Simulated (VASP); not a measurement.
# Re2Te (Pnnm) in VASP: single point with PBE

Aim: the single point of Re2Te with PBE.

Everything below comes from runs of VASP 6.6.1. Logs are shortened: lines on timing, memory, paths and dates and some standing lists are left out, and cuts for length are marked.

### Step 1. The cell of the first run

It takes space group Pnnm (No. 58, orthorhombic). The conventional cell has a = 3.001 Å, b = 7.700 Å, c = 4.440 Å, α = 90.00°, β = 90.00°, γ = 90.00°. Re (site symmetry m) has 6 Te at 2.67 to 3.45 Å and 8 Re at 2.92 to 3.00 Å within 3.5 Å. Te (site symmetry 2/m) has 12 Re at 2.67 to 3.45 Å and 2 Te at 3.00 Å within 3.5 Å.

### Step 2. Single point, PBE

The input, INCAR:

```
SYSTEM = Re2Te
  PREC = Accurate
  ENCUT = 520
  EDIFF = 1E-7
  ISMEAR = 0
  SIGMA = 0.1
  LREAL = .False.
  LASPH = .True.
  NELM = 100
  ALGO = Fast
  ISIF = 2
  LWAVE = .False.
  LCHARG = .False.
  GGA = PE
  NBANDS = 29
```

The input, KPOINTS:

```
Automatic mesh
0
Gamma
  12 6 8
  0 0 0
```

The input, POSCAR:

```
Re2Te
1.0
    3.0005181338      0.0000000000      0.0000000000
    0.0000000000      7.7001684467      0.0000000000
    0.0000000000      0.0000000000      4.4398925336
Re Te
4 2
Direct
    0.2375949688      0.3347871606      0.0000000000
    0.7624050312      0.6652128394      0.0000000000
    0.7375949688      0.1652128394      0.5000000000
    0.2624050312      0.8347871606      0.5000000000
    0.0000000000      0.0000000000      0.0000000000
    0.5000000000      0.5000000000      0.5000000000
```

Potentials or basis: VASP PAW PBE potentials, release 64 (Re, Te).

The run is started by

```
$ cat potpaw_PBE.64/Re/POTCAR potpaw_PBE.64/Te/POTCAR > POTCAR
$ mpirun -np 1 vasp_std > vasp.out
```

OUTCAR:

```text
SYSTEM = Re2Te
   PREC = Accurate
   ENCUT = 520
   EDIFF = 1E-7
   ISMEAR = 0
   LREAL = .False.
   LASPH = .True.
   NELM = 100
   ISIF = 2
   GGA = PE

 ion  position               nearest neighbor table
   1  0.238  0.335  0.000-   5 2.67   6 2.68   6 2.68   2 2.92   3 2.98   3 2.98   3 2.98   3 2.98
                             2 2.99   6 3.38   6 3.38   5 3.45
   2  0.762  0.665  0.000-   5 2.67   6 2.68   6 2.68   1 2.92   4 2.98   4 2.98   4 2.98   4 2.98
                             1 2.99   6 3.38   6 3.38   5 3.45
   3  0.738  0.165  0.500-   6 2.67   5 2.68   5 2.68   4 2.92   1 2.98   1 2.98   1 2.98   1 2.98
                             4 2.99   5 3.38   5 3.38   6 3.45
   4  0.262  0.835  0.500-   6 2.67   5 2.68   5 2.68   3 2.92   2 2.98   2 2.98   2 2.98   2 2.98
                             3 2.99   5 3.38   5 3.38   6 3.45
   5  0.000  0.000  0.000-   1 2.67   2 2.67   3 2.68   4 2.68   3 2.68   4 2.68   3 3.38   3 3.38
                             4 3.38   4 3.38   2 3.45   1 3.45
   6  0.500  0.500  0.500-   3 2.67   4 2.67   1 2.68   2 2.68   1 2.68   2 2.68   1 3.38   1 3.38
                             2 3.38   2 3.38   3 3.45   4 3.45

  LATTYP: Found a simple orthorhombic cell.
 ALAT       =     3.0005181338
 B/A-ratio  =     1.4797086155
 C/A-ratio  =     2.5662795902

  Lattice vectors:

 A1 = (  -3.0005181338,   0.0000000000,   0.0000000000)
 A2 = (   0.0000000000,   0.0000000000,   4.4398925336)
 A3 = (   0.0000000000,   7.7001684467,   0.0000000000)

Analysis of symmetry for initial positions (statically):
=====================================================================
 Subroutine PRICEL returns:
 Original cell was already a primitive cell.

 Routine SETGRP: Setting up the symmetry group for a
 simple orthorhombic supercell.

 Subroutine GETGRP returns: Found  8 space group operations
 (whereof  4 operations were pure point group operations)
 out of a pool of  8 trial point group operations.

The static configuration has the point symmetry C_2h.
 The point group associated with its full space group is D_2h.

Analysis of symmetry for dynamics (positions and initial velocities):
=====================================================================
 Subroutine PRICEL returns:
 Original cell was already a primitive cell.

 Routine SETGRP: Setting up the symmetry group for a
 simple orthorhombic supercell.

 Subroutine GETGRP returns: Found  8 space group operations
 (whereof  4 operations were pure point group operations)
 out of a pool of  8 trial point group operations.

The dynamic configuration has the point symmetry C_2h.
 The point group associated with its full space group is D_2h.

 Subroutine INISYM returns: Found  8 space group operations
 (whereof  4 operations are pure point group operations),
 and found     1 'primitive' translations

----------------------------------------------------------------------------------------

                                     Primitive cell

  volume of cell :     102.5815

  direct lattice vectors                    reciprocal lattice vectors
     3.000518134  0.000000000  0.000000000     0.333275773  0.000000000  0.000000000
     0.000000000  7.700168447  0.000000000     0.000000000  0.129867289  0.000000000
     0.000000000  0.000000000  4.439892534     0.000000000  0.000000000  0.225230677

  length of vectors
     3.000518134  7.700168447  4.439892534     0.333275773  0.129867289  0.225230677

  position of ions in fractional coordinates (direct lattice)
     0.237594969  0.334787161  0.000000000
     0.762405031  0.665212839  0.000000000
     0.737594969  0.165212839  0.500000000
     0.262405031  0.834787161  0.500000000
     0.000000000  0.000000000  0.000000000
     0.500000000  0.500000000  0.500000000

  ion indices of the primitive-cell ions
   primitive index   ion index
                 1           1
                 2           2
                 3           3
                 4           4
                 5           5
                 6           6

----------------------------------------------------------------------------------------

 KPOINTS: Automatic mesh

Automatic generation of k-mesh.
 Grid dimensions read from file:
 generate k-points for:   12    6    8

 Generating k-lattice:

  Cartesian coordinates                     Fractional coordinates (reciprocal lattice)
     0.027772981  0.000000000  0.000000000     0.083333333  0.000000000  0.000000000
     0.000000000  0.021644548  0.000000000     0.000000000  0.166666667  0.000000000
     0.000000000  0.000000000  0.028153835     0.000000000  0.000000000  0.125000000

  Length of vectors
     0.027772981  0.021644548  0.028153835

  Shift w.r.t. Gamma in fractional coordinates (k-lattice)
     0.000000000  0.000000000  0.000000000

 Subroutine IBZKPT returns following result:
 ===========================================

 Found    140 irreducible k-points:

 Following reciprocal coordinates:
            Coordinates               Weight
  0.000000  0.000000  0.000000      1.000000
  0.083333  0.000000  0.000000      2.000000
  0.166667  0.000000  0.000000      2.000000
  0.250000  0.000000  0.000000      2.000000
  0.333333  0.000000  0.000000      2.000000
  0.416667  0.000000  0.000000      2.000000
[... 16 lines left out ...]
  0.083333  0.500000  0.000000      2.000000
  0.166667  0.500000  0.000000      2.000000
 [... further k-points ...]
   k-points           NKPTS =    140   k-points in BZ     NKDIM =    140   number of bands    NBANDS=     29
   number of dos      NEDOS =    301   number of ions     NIONS =      6
   total plane-waves  NPLWV =  51840
   dimension x,y,z NGX =    24 NGY =   60 NGZ =   36
   dimension x,y,z NGXF=    48 NGYF=  120 NGZF=   72
   ions per type =               4   2
   NGX,Y,Z   is equivalent  to a cutoff of  13.30, 12.95, 13.48 a.u.
   NGXF,Y,Z  is equivalent  to a cutoff of  26.59, 25.91, 26.96 a.u.
 SYSTEM =  Re2Te
   PREC   = accura    normal or accurate (medium, high low for compatibility)
   ISTART =      0    job   : 0-new  1-cont  2-samecut
   ICHARG =      2    charge: 1-file 2-atom 10-const
   ISPIN  =      1    spin polarized calculation?
   LNONCOLLINEAR =      F non collinear calculations
   LSORBIT =      F    spin-orbit coupling
   LASPH  =      T    aspherical Exc in radial PAW
   ENCUT  =  520.0 eV  38.22 Ry    6.18 a.u.   5.58 14.32  8.26*2*pi/ulx,y,z
   NELM   =    100;   NELMIN=  2; NELMDL= -5     # of ELM steps
   EDIFF  = 0.1E-06   stopping-criterion for ELM
   LREAL  =      F    real-space projection
   EDIFFG = 0.1E-05   stopping-criterion for IOM
   NSW    =      0    number of steps for IOM
   IBRION =     -1    ionic relax: 0-MD 1-quasi-New 2-CG
   NFREE  =      0    steps in history (QN), initial steepest desc. (CG)
   ISIF   =      2    stress and relaxation
   ISYM   =      2    0-nonsym 1-usesym 2-fastsym
   POTIM  = 0.5000    time-step for ionic-motion
   TEBEG  =    0.0;   TEEND  =   0.0 temperature during run
   PSTRESS=    0.0 pullay stress
   NELECT =      40.0000    total number of electrons
   NUPDOWN=      -1.0000    fix difference up-down
   EMIN   =  10.00;   EMAX   =-10.00  energy-range for DOS
   EFERMI =   0.00;   METHOD = LEGACY
   ISMEAR =     0;   SIGMA  =   0.10  broadening in eV -4-tet -1-fermi 0-gaus
   EFERMI_NEDOS =   21; number of points for ismear=-14 and -15
   IALGO  =     68    algorithm
   IMIX   =      4    mixing-type and parameters
     AMIX     =   0.40;   BMIX     =  1.00
     AMIX_MAG =   1.60;   BMIX_MAG =  1.00
  volume/ion in A,a.u.               =      17.10       115.38
  Fermi-wavevector in a.u.,A,eV,Ry     =   1.196020  2.260150 19.462649  1.430464
  Thomas-Fermi vector in A             =   2.331971
   LORBIT       =      0    0 simple, 1 ext, 2 COOP (PROOUT), +10 PAW based schemes
   GGA     = PE    functional components
   LHFCALC =     F    Hartree Fock is set to
   AEXX    =    0.0000 exact exchange contribution
   IVDW    =     0    specifies the selected vdW correction
   LEPSILON=     F    determine dielectric tensor
   LRPA    =     F    only Hartree local field effects (RPA)
 non-spin polarized calculation
 RMM-DIIS sequential band-by-band and
 Gauss-broadening in eV      SIGMA  =   0.10
  energy-cutoff  :      520.00
  volume of cell :      102.58
 maximum number of plane-waves:      2796
 NGX is ok and might be reduce to    24
   NGX = 11   NGY = 29   NGZ = 17

 number of electron      40.0000001 magnetization

 Free energy of the ion-electron system (eV)
  ---------------------------------------------------
  ext. energy  EPLUGINS =         0.00000000
  ---------------------------------------------------
  free energy    TOTEN  =       -50.41741107 eV

  energy without entropy =      -50.39181006  energy(sigma->0) =      -50.40461057

 E-fermi :  10.0314     XC(G=0): -12.7310

 val. band max:       10.0306413106   @ k =   0.0833   0.0000   0.5000
 cond. band min:      10.0327148722   @ k =   0.5000   0.0000   0.1250
 fundamental gap:      0.0020735616
 Fermi energy:        10.0314293780

 k-point     1 :       0.0000    0.0000    0.0000
  band No.  band energies     occupation
      1      -5.2769      2.00000
      2      -4.3437      2.00000
      3       1.1118      2.00000
      4       3.0994      2.00000
      5       3.1351      2.00000
      6       4.1466      2.00000
[... 21 lines left out ...]
     28      13.5776      0.00000
     29      13.7897      0.00000

 k-point     2 :       0.0833    0.0000    0.0000
  band No.  band energies     occupation
      1      -5.1606      2.00000
      2      -4.2470      2.00000
      3       1.2351      2.00000
      4       3.1394      2.00000
      5       3.1772      2.00000
      6       4.1955      2.00000
[... 21 lines left out ...]
     28      13.2696      0.00000
     29      14.0676      0.00000

 k-point     3 :       0.1667    0.0000    0.0000
  band No.  band energies     occupation
      1      -4.8173      2.00000
      2      -3.9622      2.00000
      3       1.5793      2.00000
      4       3.2503      2.00000
      5       3.2929      2.00000
      6       4.3153      2.00000
[... 638 lines left out ...]
      5       3.5942      2.00000
      6       3.5942      2.00000
[... 21 lines left out ...]
     28      12.0432      0.00000
     29      12.5962      0.00000

 k-point    24 :       0.1667    0.5000    0.0000
  band No.  band energies     occupation
      1      -4.4198      2.00000
      2      -4.4198      2.00000
      3       2.2498      2.00000
      4       2.2498      2.00000
      5       3.7034      2.00000
      6       3.7034      2.00000
[... 21 lines left out ...]
     28      12.3610      0.00000
     29      12.4587      0.00000

 [... further k-points ...]

------------------------ aborting loop because EDIFF is reached ----------------------------------------

  FORCE on cell =-STRESS in cart. coord.  units (eV):
  Direction    XX          YY          ZZ          XY          YZ          ZX
  --------------------------------------------------------------------------------------
  -------------------------------------------------------------------------------------
  Total        0.0640225     -0.0662536     -0.0627389      0.0000000      0.0000000      0.0000000
  in kB        0.9999414     -1.0347866     -0.9798927      0.0000000      0.0000000      0.0000000
  external PRESSURE =      -0.3382460 kB  Pullay stress =       0.0000000 kB

 VOLUME and BASIS-vectors are now :
 -----------------------------------------------------------------------------
  energy-cutoff  :      520.00
  volume of cell :      102.58
      direct lattice vectors                 reciprocal lattice vectors
     3.000518134  0.000000000  0.000000000     0.333275773  0.000000000  0.000000000
     0.000000000  7.700168447  0.000000000     0.000000000  0.129867289  0.000000000
     0.000000000  0.000000000  4.439892534     0.000000000  0.000000000  0.225230677

 POSITION                                       TOTAL-FORCE (eV/Angst)
 -----------------------------------------------------------------------------------
      0.71291      2.57792      0.00000        -0.002077      0.002122      0.000000
      2.28761      5.12225      0.00000         0.002077     -0.002122      0.000000
      2.21317      1.27217      2.21995        -0.002077     -0.002122      0.000000
      0.78735      6.42800      2.21995         0.002077      0.002122      0.000000
      0.00000      0.00000      0.00000         0.000000      0.000000      0.000000
      1.50026      3.85008      2.21995         0.000000      0.000000      0.000000
 -----------------------------------------------------------------------------------
    total drift:                                0.000000     -0.000000      0.000000

  FREE ENERGIE OF THE ION-ELECTRON SYSTEM (eV)
  ---------------------------------------------------
  free  energy   TOTEN  =       -50.4174110712 eV

  energy  without entropy=      -50.3918100632  energy(sigma->0) =      -50.40461057
```

Wall time 25 min (1 thread of Intel Xeon 8259CL, shared host); peak memory 0.49 GiB.

Results:

```yaml
Free_energy: -50.4174 eV
Pressure: 0.0 GPa
Band_gap_on_the_k_mesh: zero (bands 20 and 21 overlap by 1.22 eV)
```

Forces on the atoms (eV/Å):
```
Re  -0.002  0.002  0.000
Re   0.002 -0.002  0.000
Re  -0.002 -0.002  0.000
Re   0.002  0.002  0.000
Te   0.000  0.000  0.000
Te   0.000  0.000  0.000
```

Caveat: spin-orbit coupling is left out, which moves the levels of the heavy elements.
